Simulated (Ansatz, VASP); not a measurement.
**One calculation of TiO2, two programs**

The input INCAR:

```
PREC = Accurate
ENCUT = 520
EDIFF = 1E-7
ISMEAR = -1
SIGMA = 0.05
LREAL = F
LASPH = T
NELM = 100
ALGO = Normal
ISIF = 2
LWAVE = F
LCHARG = F
NBANDS = 33
```

Contents of KPOINTS:

```
Automatic mesh
0
Gamma
  7 7 10
```

The input POSCAR:

```
TiO2
1.0
    4.7318200000      0.0000000000      0.0000000000
    0.0000000000      4.7318200000      0.0000000000
    0.0000000000      0.0000000000      2.9590000000
Ti O
2 4
Direct
    0.0000000000      0.0000000000      0.0000000000
    0.5000000000      0.5000000000      0.5000000000
    0.3060000000      0.3060000000      0.0000000000
    0.1940000000      0.8060000000      0.5000000000
    0.6940000000      0.6940000000      0.0000000000
    0.8060000000      0.1940000000      0.5000000000
```

Input for Ansatz:

```yaml
crystal:
  lattice:
    - [4.73182, 0.0, 0.0]
    - [0.0, 4.73182, 0.0]
    - [0.0, 0.0, 2.959]
  atoms:
    - { symbol: Ti, position: [0.0, 0.0, 0.0] }
    - { symbol: Ti, position: [0.5, 0.5, 0.5] }
    - { symbol: O, position: [0.306, 0.306, 0.0] }
    - { symbol: O, position: [0.194, 0.806, 0.5] }
    - { symbol: O, position: [0.694, 0.694, 0.0] }
    - { symbol: O, position: [0.806, 0.194, 0.5] }
kpoints:
  mp_grid: { grid: [7, 7, 10] }
  band_path:
    path:
      - [0.0, 0.0, 0.0]
      - [0.0, 0.5, 0.0]
      - [0.5, 0.5, 0.0]
      - [0.0, 0.0, 0.0]
      - [0.0, 0.0, 0.5]
      - [0.0, 0.5, 0.5]
      - [0.5, 0.5, 0.5]
      - [0.0, 0.0, 0.5]
      - [0.0, 0.5, 0.0]
    npoints: 5
scf:
  occupations: { method: fermi_dirac, width: 0.05 }
hamiltonian:
  xc: lda
  pseudopotentials: { kind: all_electron, lapw: { basis_error: 0.0005 } }
output:
  forces: true
  stress: true
  eigenvalues: true
```

Change from the starting cell: equal xx and yy strain of +3 %.

Alike in both runs: task single point; functional LDA; k mesh 7 × 7 × 10; occupations fermi-dirac, width 0.05 eV; no spin polarisation.

```csv
,VASP,Ansatz
version,VASP 6.6.1,Ansatz 0.2.0
potentials or method,"VASP PAW LDA potentials, release 64 (Ti_sv, O), cutoff 520 eV","all-electron LAPW, scalar-relativistic"
```

```csv
,VASP,Ansatz,Ansatz less VASP
pressure (GPa),-17.5,-18.3,-0.82
"traceless stress, the component that is largest in VASP (GPa)",0.62,0.34,-0.274
rms of the force components (eV/Å),0.108,0.127,+0.0186
```

LDA's correlation is that of Perdew and Zunger in VASP and of Perdew and Wang (1992) in Ansatz. Atom by atom the forces differ by 0.019 eV/Å (rms over components). Ansatz ran all-electron here, and VASP with PAW potentials.
